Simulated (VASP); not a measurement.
Runs of VASP 6.6.1 on TiCo. Symmetry: Pm-3m, No. 221, cubic system. The conventional cell has a = 2.986 Å, b = 2.986 Å, c = 2.986 Å, α = 90.00°, β = 90.00°, γ = 90.00°. Within 3.4 Å of Ti (site symmetry m-3m) lie 8 Co at 2.59 Å and 6 Ti at 2.99 Å. Within 3.4 Å of Co (site symmetry m-3m) lie 8 Ti at 2.59 Å and 6 Co at 2.99 Å. 

```csv
level,potentials or basis,spin,U,k mesh,cutoff (eV),smearing,LDAUTYPE,hund's J,gap on the mesh (eV),pressure (GPa),moment (μB),largest force (eV/Å)
PBE+U,"VASP PAW PBE potentials, release 64 (Ti_sv, Co)","collinear, ferromagnetic start","Ti d U = 3.1 eV, J = 0.98 eV",4 × 4 × 4,600,gaussian 0.1 eV,1,0.98,none,4.3,0.58,-
r2SCAN,"VASP PAW PBE potentials, release 64 (Ti_sv, Co)",off,-,6 × 6 × 6,660,gaussian 0.1 eV,-,-,none,-6.1,-,-
PBE+U,"VASP PAW PBE potentials, release 64 (Ti_sv, Co)","collinear, ferromagnetic start",Ti d U = 2.7 eV,2 × 2 × 2,600,gaussian 0.1 eV,-,-,none,9.0,1.75,0.31
PBE,"VASP PAW PBE potentials, release 64 (Ti_sv, Co)",off,-,6 × 6 × 6,600,tetrahedron,-,-,none,(a),-,-
LDA,"VASP PAW LDA potentials, release 64 (Ti_sv, Co)","collinear, ferromagnetic start",-,7 × 7 × 7,520,fermi-dirac 0.136057 eV,-,-,none,(b),0.00,-
RPBE,"VASP PAW PBE potentials, release 64 (Ti_sv, Co)","collinear, ferromagnetic start",-,3 × 3 × 3,600,gaussian 0.1 eV,-,-,none,0.3,0.65,0.20
r2SCAN,"VASP PAW PBE potentials, release 64 (Ti_sv, Co)","collinear, ferromagnetic start",-,6 × 6 × 6,520,fermi-dirac 0.136057 eV,-,-,none,0.5,(c),-
LDA,"VASP PAW LDA potentials, release 64 (Ti_sv, Co)","collinear, ferrimagnetic start",-,1 × 2 × 4,600,gaussian 0.1 eV,-,-,none,-11.3,0.80,-
```

Alike in all rows: task single point; cell as given.

Fill in the values left out.

(a) -2.6; (b) -14.7; (c) 0.94.

Caveats: some runs use coarse meshes; the PAW data sets were made with another functional, which shifts forces and pressure a little (some runs); the U is typed as a test and isn't derived for this compound (some runs); tetrahedron occupations give inexact forces and stress in metals (some runs).

A gap of «none» marks levels without a gap at the run's occupations.
